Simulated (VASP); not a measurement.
Wanted: the native input for a VASP 6.6.1 run.

- Task: single point
- Functional: PBE
- Dispersion: D3(BJ)
- Potentials or basis: VASP PAW PBE potentials, release 64 (Hf_pv, Pd, Se, Br, O)
- Cutoff: 520 eV
- k mesh: 4 × 4 × 3
- Occupations: fermi-dirac, width 0.05 eV
- Spin: no spin polarisation
- Dipole correction: no
- Further INCAR settings: ALGO = Normal; EDIFF = 1e-06; NBANDS = 53

The structure of Hf2Pd2Se2Br2O3 lies in POSCAR:

```
Hf2Pd2Se2Br2O3
1.0
    5.7606900000      0.0049600000     -0.0028600000
   -0.5275000000      5.8466400000      0.0341300000
   -1.4843500000     -0.9264200000      6.6458600000
Hf Pd Se Br O
2 2 2 2 3
Direct
    0.7454000000      0.3960200000      0.3498900000
    0.2876300000      0.4532200000      0.5940100000
    0.9085400000      0.1329400000      0.8484900000
    0.2524900000      0.9032300000      0.3587400000
    0.6346900000      0.4035500000      0.9371600000
    0.6259700000      0.7817400000      0.5302300000
    0.8527300000      0.9908900000      0.1535500000
    0.2252600000      0.8208400000      0.8622300000
    0.9604000000      0.2892500000      0.5902600000
    0.4323300000      0.2452400000      0.4086400000
    0.0745700000      0.5830800000      0.3668200000
```

The input as run:

INCAR

```
SYSTEM = Hf2Pd2Se2Br2O3
PREC = Accurate
ENCUT = 520
EDIFF = 1E-6
ISMEAR = -1
SIGMA = 0.05
LREAL = .False.
LASPH = .True.
NELM = 60
ALGO = Normal
ISIF = 2
LWAVE = .False.
LCHARG = .True.
GGA = PE
IVDW = 12
LELF = .True.
LVHAR = .True.
NBANDS = 53
```

KPOINTS

```
Automatic mesh
0
Gamma
  4 4 3
  0 0 0
```

Potentials or basis: VASP PAW PBE potentials, release 64 (Hf_pv, Pd, Se, Br, O).

Run with:

```sh
$ cat potpaw_PBE.64/Hf_pv/POTCAR potpaw_PBE.64/Pd/POTCAR potpaw_PBE.64/Se/POTCAR potpaw_PBE.64/Br/POTCAR potpaw_PBE.64/O/POTCAR > POTCAR
$ mpirun -np 1 vasp_std > vasp.out
```

It gave:

| Quantity | Value |
| --- | --- |
| Pressure | -2.9 GPa |
| Largest force | 0.188 eV/Å |
| Band gap on the k mesh | 0.20 eV (least direct gap 0.34 eV) |
| Dispersion energy per atom | -0.282 eV |

Caveat: three body term missing; semilocal functionals underestimate gaps, and a narrow one can read as zero; spin-orbit coupling is left out, which moves the levels of the heavy elements.

It took 4.1 min on 1 thread of Intel(R) Xeon(R) 6975P-C (Granite Rapids), with other jobs on the host, peak memory 0.56 GiB.
